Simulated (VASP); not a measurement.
# C (Fd-3m) in VASP: further runs, part 2 of 2

VASP 6.6.1.

**4. Single point, PBEsol**

File INCAR:

```
SYSTEM = C
PREC     = Accurate       ! precision mode
ENCUT    = 910            ! plane-wave cutoff, eV
EDIFF    = 1E-6           ! SCF threshold, eV
ISMEAR   = 0              ! smearing method
SIGMA    = 0.01           ! smearing width, eV
LREAL    = .False.        ! projectors in reciprocal space
LASPH    = .True.         ! aspherical terms in the spheres
NELM     = 120            ! most SCF steps
ALGO     = Normal         ! electronic algorithm
ISIF     = 2              ! what is computed and relaxed
LWAVE    = .False.        ! write WAVECAR
LCHARG   = .True.         ! write CHGCAR
GGA      = PS             ! functional
LELF     = .True.         ! ELF
LVHAR    = .True.       
NBANDS   = 11             ! bands
GGA_COMPAT= .False.
```

File KPOINTS:

```
regular mesh
0
Gamma
  12 12 12
  0 0 0
```

File POSCAR:

```
C
1.0
    0.0000000000      1.7833700000      1.7833700000
    1.7833700000      0.0000000000      1.7833700000
    1.7833700000      1.7833700000      0.0000000000
C
2
Direct
    0.0000000000      0.0000000000      0.0000000000
    0.2500000000      0.2500000000      0.2500000000
```

Potentials or basis: VASP PAW PBE potentials, release 64 (C_h).

Command:

```sh
$ cat potpaw_PBE.64/C_h/POTCAR > POTCAR
$ mpirun -np 1 vasp_std > vasp.out
```

OUTCAR:

```text
SYSTEM = C
   PREC = Accurate
   ENCUT = 910
   EDIFF = 1E-6
   ISMEAR = 0
   LREAL = .False.
   LASPH = .True.
   NELM = 120
   ISIF = 2
   GGA = PS

 ion  position               nearest neighbor table
   1  0.000  0.000  0.000-
   2  0.250  0.250  0.250-

  LATTYP: Found a face centered cubic cell.
 ALAT       =     3.5667400000

  Lattice vectors:

 A1 = (   0.0000000000,   1.7833700000,   1.7833700000)
 A2 = (   1.7833700000,   0.0000000000,   1.7833700000)
 A3 = (   1.7833700000,   1.7833700000,   0.0000000000)

Analysis of symmetry for initial positions (statically):
=====================================================================
 Subroutine PRICEL returns:
 Original cell was already a primitive cell.

 Routine SETGRP: Setting up the symmetry group for a
 face centered cubic supercell.

 Subroutine GETGRP returns: Found 48 space group operations
 (whereof 24 operations were pure point group operations)
 out of a pool of 48 trial point group operations.

The static configuration has the point symmetry T_d .
 The point group associated with its full space group is O_h .

Analysis of symmetry for dynamics (positions and initial velocities):
=====================================================================
 Subroutine PRICEL returns:
 Original cell was already a primitive cell.

 Routine SETGRP: Setting up the symmetry group for a
 face centered cubic supercell.

 Subroutine GETGRP returns: Found 48 space group operations
 (whereof 24 operations were pure point group operations)
 out of a pool of 48 trial point group operations.

The dynamic configuration has the point symmetry T_d .
 The point group associated with its full space group is O_h .

 Subroutine INISYM returns: Found 48 space group operations
 (whereof 24 operations are pure point group operations),
 and found     1 'primitive' translations

----------------------------------------------------------------------------------------

                                     Primitive cell

  volume of cell :      11.3437

  direct lattice vectors                    reciprocal lattice vectors
     0.000000000  1.783370000  1.783370000    -0.280368067  0.280368067  0.280368067
     1.783370000  0.000000000  1.783370000     0.280368067 -0.280368067  0.280368067
     1.783370000  1.783370000  0.000000000     0.280368067  0.280368067 -0.280368067

  length of vectors
     2.522066041  2.522066041  2.522066041     0.485611737  0.485611737  0.485611737

  position of ions in fractional coordinates (direct lattice)
     0.000000000  0.000000000  0.000000000
     0.250000000  0.250000000  0.250000000

  ion indices of the primitive-cell ions
   primitive index   ion index
                 1           1
                 2           2

----------------------------------------------------------------------------------------

 KPOINTS: regular mesh

Automatic generation of k-mesh.
 Grid dimensions read from file:
 generate k-points for:   12   12   12

 Generating k-lattice:

[... 22 lines left out ...]
  0.333333  0.000000  0.000000      8.000000
  0.416667  0.000000  0.000000      8.000000
[... 16 lines left out ...]
  0.500000  0.166667  0.000000     24.000000
 -0.416667  0.166667  0.000000     24.000000
 [... further k-points ...]
   k-points           NKPTS =     72   k-points in BZ     NKDIM =     72   number of bands    NBANDS=     11
   number of dos      NEDOS =    301   number of ions     NIONS =      2
   total plane-waves  NPLWV =  21952
   dimension x,y,z NGX =    28 NGY =   28 NGZ =   28
   dimension x,y,z NGXF=    56 NGYF=   56 NGZF=   56
   ions per type =               2
   NGX,Y,Z   is equivalent  to a cutoff of  18.46, 18.46, 18.46 a.u.
   NGXF,Y,Z  is equivalent  to a cutoff of  36.91, 36.91, 36.91 a.u.
 SYSTEM =  C
   PREC   = accura    normal or accurate (medium, high low for compatibility)
   ISTART =      0    job   : 0-new  1-cont  2-samecut
   ICHARG =      2    charge: 1-file 2-atom 10-const
   ISPIN  =      1    spin polarized calculation?
   LNONCOLLINEAR =      F non collinear calculations
   LSORBIT =      F    spin-orbit coupling
   LASPH  =      T    aspherical Exc in radial PAW
   ENCUT  =  910.0 eV  66.88 Ry    8.18 a.u.   6.20  6.20  6.20*2*pi/ulx,y,z
   NELM   =    120;   NELMIN=  2; NELMDL= -5     # of ELM steps
   EDIFF  = 0.1E-05   stopping-criterion for ELM
   LREAL  =      F    real-space projection
   EDIFFG = 0.1E-04   stopping-criterion for IOM
   NSW    =      0    number of steps for IOM
   IBRION =     -1    ionic relax: 0-MD 1-quasi-New 2-CG
   NFREE  =      0    steps in history (QN), initial steepest desc. (CG)
   ISIF   =      2    stress and relaxation
   ISYM   =      2    0-nonsym 1-usesym 2-fastsym
   POTIM  = 0.5000    time-step for ionic-motion
   TEBEG  =    0.0;   TEEND  =   0.0 temperature during run
   PSTRESS=    0.0 pullay stress
   NELECT =       8.0000    total number of electrons
   NUPDOWN=      -1.0000    fix difference up-down
   EMIN   =  10.00;   EMAX   =-10.00  energy-range for DOS
   EFERMI =   0.00;   METHOD = LEGACY
   ISMEAR =     0;   SIGMA  =   0.01  broadening in eV -4-tet -1-fermi 0-gaus
   EFERMI_NEDOS =   21; number of points for ismear=-14 and -15
   IALGO  =     38    algorithm
   IMIX   =      4    mixing-type and parameters
     AMIX     =   0.40;   BMIX     =  1.00
     AMIX_MAG =   1.60;   BMIX_MAG =  1.00
  volume/ion in A,a.u.               =       5.67        38.28
  Fermi-wavevector in a.u.,A,eV,Ry     =   1.457203  2.753714 28.891161  2.123440
  Thomas-Fermi vector in A             =   2.574032
   LORBIT       =      0    0 simple, 1 ext, 2 COOP (PROOUT), +10 PAW based schemes
   GGA     = PS    functional components
   LHFCALC =     F    Hartree Fock is set to
   AEXX    =    0.0000 exact exchange contribution
   IVDW    =     0    specifies the selected vdW correction
   LEPSILON=     F    determine dielectric tensor
   LRPA    =     F    only Hartree local field effects (RPA)
 non-spin polarized calculation
 Gauss-broadening in eV      SIGMA  =   0.01
  energy-cutoff  :      910.00
  volume of cell :       11.34
 maximum number of plane-waves:       725
 NGX is ok and might be reduce to    28
   NGX = 13   NGY = 13   NGZ = 13

 number of electron       8.0000000 magnetization

 Free energy of the ion-electron system (eV)
  ---------------------------------------------------
  ext. energy  EPLUGINS =         0.00000000
  ---------------------------------------------------
  free energy    TOTEN  =       -19.27480163 eV

  energy without entropy =      -19.27480163  energy(sigma->0) =      -19.27480163

 E-fermi :  11.0859     XC(G=0): -13.5733

 val. band max:       10.9189850774   @ k =   0.0000   0.0000   0.0000
 cond. band min:      14.9590602927   @ k =   0.3333   0.3333   0.0000
 fundamental gap:      4.0400752153
 Fermi energy:        11.0858887843

 k-point     1 :       0.0000    0.0000    0.0000
  band No.  band energies     occupation
      1     -10.5999      2.00000
      2      10.9190      2.00000
      3      10.9190      2.00000
      4      10.9190      2.00000
      5      16.4639      0.00000
      6      16.4639      0.00000
      7      16.4639      0.00000
      8      24.2944      0.00000
      9      29.8818      0.00000
     10      37.3549      0.00000
     11      37.3549      0.00000
[... 309 lines left out ...]
 k-point    24 :      -0.4167    0.1667    0.0000
  band No.  band energies     occupation
      1      -4.3691      2.00000
      2      -1.6816      2.00000
      3       5.4214      2.00000
      4       7.3140      2.00000
      5      18.3457      0.00000
      6      21.0945      0.00000
      7      22.1001      0.00000
      8      26.2576      0.00000
      9      30.1362      0.00000
     10      34.9219      0.00000
     11      35.3108      0.00000

 [... further k-points ...]

------------------------ aborting loop because EDIFF is reached ----------------------------------------

  FORCE on cell =-STRESS in cart. coord.  units (eV):
  Direction    XX          YY          ZZ          XY          YZ          ZX
  --------------------------------------------------------------------------------------
  -------------------------------------------------------------------------------------
  Total       -0.3414910     -0.3414910     -0.3414910     -0.0000000      0.0000000     -0.0000000
  in kB      -48.2320274    -48.2320274    -48.2320274     -0.0000000      0.0000000     -0.0000000
  external PRESSURE =     -48.2320274 kB  Pullay stress =       0.0000000 kB

 VOLUME and BASIS-vectors are now :
 -----------------------------------------------------------------------------
  energy-cutoff  :      910.00
  volume of cell :       11.34
      direct lattice vectors                 reciprocal lattice vectors
     0.000000000  1.783370000  1.783370000    -0.280368067  0.280368067  0.280368067
     1.783370000  0.000000000  1.783370000     0.280368067 -0.280368067  0.280368067
     1.783370000  1.783370000  0.000000000     0.280368067  0.280368067 -0.280368067

 POSITION                                       TOTAL-FORCE (eV/Angst)
 -----------------------------------------------------------------------------------
      0.00000      0.00000      0.00000         0.000000     -0.000000      0.000000
      0.89168      0.89168      0.89168        -0.000000      0.000000     -0.000000
 -----------------------------------------------------------------------------------
    total drift:                                0.000000      0.000000      0.000000

  FREE ENERGIE OF THE ION-ELECTRON SYSTEM (eV)
  ---------------------------------------------------
  free  energy   TOTEN  =       -19.2748016314 eV

  energy  without entropy=      -19.2748016314  energy(sigma->0) =      -19.27480163
```

It took 15 s on 1 thread of Intel Xeon Platinum 8488C (Sapphire Rapids), shared host; peak memory 0.15 GiB.

Results:

```
Free energy            : -19.2748 eV
Pressure               : -4.8 GPa
Band gap on the k mesh : 4.04 eV, indirect (least direct gap 5.54 eV)
```

Caveat: the cutoff is under 1.25 times the usual one of these potentials, so pressure, stress and relaxed cells hold a basis-set (Pulay) error; the PAW data sets were made with another functional, which shifts forces and pressure a little. A k mesh can miss the band edges.

**5. Single point, PBEsol**

File INCAR:

```
ALGO     = Normal         # electronic algorithm
EDIFF    = 1E-6           # SCF threshold, eV
ENCUT    = 910            # plane-wave cutoff, eV
GGA      = PS             # functional
GGA_COMPAT= False        
ISIF     = 2              # what is computed and relaxed
ISMEAR   = 0              # smearing method
LASPH    = True           # aspherical terms in the spheres
LCHARG   = False          # write CHGCAR
LREAL    = False          # projectors in reciprocal space
LWAVE    = False          # write WAVECAR
NBANDS   = 11             # bands
NELM     = 120            # most SCF steps
PREC     = Accurate       # precision mode
SIGMA    = 0.01           # smearing width, eV
```

File KPOINTS:

```
k-points
0
Gamma
  14 14 14
```

POSCAR is that of step 4.

Potentials or basis: VASP PAW PBE potentials, release 64 (C_h).

Command:

```sh
$ cat potpaw_PBE.64/C_h/POTCAR > POTCAR
$ mpirun -np 1 vasp_std > vasp.out
```

OUTCAR:

```text
EDIFF = 1E-6
   ENCUT = 910
   GGA = PS
   ISIF = 2
   ISMEAR = 0
   LASPH = True
   LREAL = False
   NELM = 120
   PREC = Accurate

 ion  position               nearest neighbor table
   1  0.000  0.000  0.000-
   2  0.250  0.250  0.250-

  LATTYP: Found a face centered cubic cell.
 ALAT       =     3.5667400000

  Lattice vectors:

 A1 = (   0.0000000000,   1.7833700000,   1.7833700000)
[... 521 lines left out ...]
     11      37.0211      0.00000

 [... further k-points ...]

------------------------ aborting loop because EDIFF is reached ----------------------------------------

  FORCE on cell =-STRESS in cart. coord.  units (eV):
  Direction    XX          YY          ZZ          XY          YZ          ZX
  --------------------------------------------------------------------------------------
  -------------------------------------------------------------------------------------
  Total       -0.3413473     -0.3413473     -0.3413473     -0.0000000      0.0000000      0.0000000
  in kB      -48.2117244    -48.2117244    -48.2117244     -0.0000000      0.0000000      0.0000000
  external PRESSURE =     -48.2117244 kB  Pullay stress =       0.0000000 kB

 VOLUME and BASIS-vectors are now :
 -----------------------------------------------------------------------------
  energy-cutoff  :      910.00
  volume of cell :       11.34
      direct lattice vectors                 reciprocal lattice vectors
     0.000000000  1.783370000  1.783370000    -0.280368067  0.280368067  0.280368067
     1.783370000  0.000000000  1.783370000     0.280368067 -0.280368067  0.280368067
     1.783370000  1.783370000  0.000000000     0.280368067  0.280368067 -0.280368067

 POSITION                                       TOTAL-FORCE (eV/Angst)
 -----------------------------------------------------------------------------------
      0.00000      0.00000      0.00000         0.000000      0.000000      0.000000
      0.89168      0.89168      0.89168        -0.000000     -0.000000     -0.000000
 -----------------------------------------------------------------------------------
    total drift:                                0.000000      0.000000      0.000000

  FREE ENERGIE OF THE ION-ELECTRON SYSTEM (eV)
  ---------------------------------------------------
  free  energy   TOTEN  =       -19.2748227682 eV

  energy  without entropy=      -19.2748227682  energy(sigma->0) =      -19.27482277
```

stdout:

```text
POSCAR found type information on POSCAR C
 POSCAR found :  1 types and       2 ions
 scaLAPACK will be used
 -----------------------------------------------------------------------------
|                                                                             |
|                                                                             |
|     You enforced a specific xc type in the INCAR file but a different       |
|     I HOPE YOU KNOW WHAT YOU ARE DOING!                                     |
|                                                                             |
 -----------------------------------------------------------------------------

 LDA part: xc-table for (Slater+PW92), standard interpolation
 POSCAR, INCAR and KPOINTS ok, starting setup
 FFT: planning ... GRIDC
 FFT: planning ... GRID_SOFT
 FFT: planning ... GRID
 WAVECAR not read
 entering main loop
```

It took 12 s on 1 thread of Intel Xeon 6975P-C (Granite Rapids), shared host; peak memory 0.16 GiB.

Results:

| Item | Value |
| --- | --- |
| Free energy | -19.2748 eV |
| Pressure | -4.8 GPa |
| Band gap on the k mesh | 4.01 eV, indirect (least direct gap 5.54 eV) |

Levels at points of the mesh, in eV from the valence-band top:
```csv
k point,band 1,band 2,band 3,band 4,band 5,band 6,band 7,band 8,band 9
"(0.00, 0.00, 0.00)",-21.52,0.00,0.00,0.00,5.54,5.54,5.54,13.38,18.96
"(0.50, 0.00, 0.00)",-15.69,-13.46,-2.81,-2.81,8.39,8.39,8.84,15.49,21.64
"(0.50, 0.50, 0.00)",-12.77,-12.77,-6.33,-6.33,4.60,4.60,16.79,16.79,23.07
```

Caveat: the cutoff is under 1.25 times the usual one of these potentials, so pressure, stress and relaxed cells hold a basis-set (Pulay) error; the PAW data sets were made with another functional, which shifts forces and pressure a little.

**6. Single point, PBEsol**

File INCAR:

```
SYSTEM = C
  PREC = Accurate
  ENCUT = 910
  EDIFF = 1E-6
  ISMEAR = 0
  SIGMA = 0.01
  LREAL = .FALSE.
  LASPH = .TRUE.
  NELM = 120
  ALGO = Normal
  ISIF = 2
  LWAVE = .FALSE.
  LCHARG = .FALSE.
  GGA = PS
  NBANDS = 11
  GGA_COMPAT = .FALSE.
```

File KPOINTS:

```
Automatic mesh
0
G
  10 10 10
  0 0 0
```

POSCAR is that of step 5.

Potentials or basis: VASP PAW PBE potentials, release 64 (C_h).

Command:

```sh
$ cat potpaw_PBE.64/C_h/POTCAR > POTCAR
$ mpirun -np 1 vasp_std > vasp.out
```

Wall time 8.9 s (1 thread of Intel Xeon 6975P-C (Granite Rapids), shared host); peak memory 0.14 GiB.

It converged, with:

- Free energy: -19.2747 eV
- Pressure: -4.8 GPa
- Band gap on the k mesh: 4.04 eV, indirect (least direct gap 5.54 eV)

Levels at points of the mesh, in eV from the valence-band top:
```tsv
k point	band 1	band 2	band 3	band 4	band 5	band 6	band 7	band 8
(0.00, 0.00, 0.00)	-21.52	0.00	0.00	0.00	5.54	5.54	5.54	13.38
(0.50, 0.00, 0.00)	-15.69	-13.46	-2.81	-2.81	8.39	8.39	8.84	15.49
(0.50, 0.50, 0.00)	-12.77	-12.77	-6.33	-6.33	4.60	4.60	16.79	16.79
```

Caveat: the cutoff is under 1.25 times the usual one of these potentials, so pressure, stress and relaxed cells hold a basis-set (Pulay) error; the PAW data sets were made with another functional, which shifts forces and pressure a little. A hybrid or GW would open this gap; PBEsol tends to underestimate it.

**7. Single point, PBEsol**

File INCAR:

```
PREC     = Accurate       # precision mode
ENCUT    = 910            # plane-wave cutoff, eV
EDIFF    = 1E-6           # SCF threshold, eV
ISMEAR   = 0              # smearing method
SIGMA    = 0.01           # smearing width, eV
LREAL    = F              # projectors in reciprocal space
LASPH    = T              # aspherical terms in the spheres
NELM     = 120            # most SCF steps
ALGO     = Normal         # electronic algorithm
ISIF     = 2              # what is computed and relaxed
LWAVE    = F              # write WAVECAR
LCHARG   = T              # write CHGCAR
GGA      = PS             # functional
LELF     = T              # ELF
LVHAR    = T            
NBANDS   = 11             # bands
GGA_COMPAT= F
```

File KPOINTS:

```
Automatic mesh
0
Gamma
  6 6 6
```

POSCAR is that of step 6.

Command:

```sh
$ cat potpaw_PBE.64/C_h/POTCAR > POTCAR
$ mpirun -np 1 vasp_std > vasp.out
```

Wall time 3.3 s (1 thread of Intel Xeon 6975P-C (Granite Rapids), shared host); peak memory 0.14 GiB.

Results (log left out):

| Item | Value |
| --- | --- |
| Free energy | -19.2650 eV |
| Pressure | -4.8 GPa |
| Band gap on the k mesh | 4.04 eV, indirect (least direct gap 5.54 eV) |

Levels at points of the mesh, in eV from the valence-band top:
| k point | band 1 | band 2 | band 3 | band 4 | band 5 | band 6 | band 7 | band 8 | band 9 |
| --- | --- | --- | --- | --- | --- | --- | --- | --- | --- |
| (0.00, 0.00, 0.00) | -21.52 | 0.00 | 0.00 | 0.00 | 5.54 | 5.54 | 5.54 | 13.38 | 18.96 |
| (0.50, 0.00, 0.00) | -15.69 | -13.46 | -2.81 | -2.81 | 8.39 | 8.39 | 8.84 | 15.49 | 21.64 |
| (0.50, 0.50, 0.00) | -12.77 | -12.77 | -6.34 | -6.34 | 4.60 | 4.60 | 16.79 | 16.79 | 23.07 |

Caveat: the k points lie up to 0.51 Å⁻¹ apart; the cutoff is under 1.25 times the usual one of these potentials, so pressure, stress and relaxed cells hold a basis-set (Pulay) error; the PAW data sets were made with another functional, which shifts forces and pressure a little.

**8. Summary**

```csv
potentials or basis,k mesh,cutoff (eV),second run,gap on the mesh (eV),pressure (GPa)
"VASP PAW PBE potentials, release 64 (C)",14 × 14 × 14,520,-,4.01,-3.8
"VASP PAW PBE potentials, release 64 (C_h)",8 × 8 × 8,910,hard_potentials,4.01,-4.8
"VASP PAW PBE potentials, release 64 (C_h)",12 × 12 × 12,910,hard_potentials,4.04,-4.8
"VASP PAW PBE potentials, release 64 (C_h)",14 × 14 × 14,910,hard_potentials,4.01,-4.8
"VASP PAW PBE potentials, release 64 (C_h)",10 × 10 × 10,910,hard_potentials,4.04,-4.8
"VASP PAW PBE potentials, release 64 (C_h)",6 × 6 × 6,910,hard_potentials,4.04,-4.8
```

Alike in all rows: task single point; level PBEsol; no spin polarisation; cell as given; smearing gaussian 0.01 eV.

Caveats: some runs use coarse meshes; the PAW data sets were made with another functional, which shifts forces and pressure a little; the cutoff is under 1.25 times the usual one of these potentials, so pressure, stress and relaxed cells hold a basis-set (Pulay) error (some runs).

Total energies depend on the potentials used, so only differences within one code and one set of settings carry meaning.
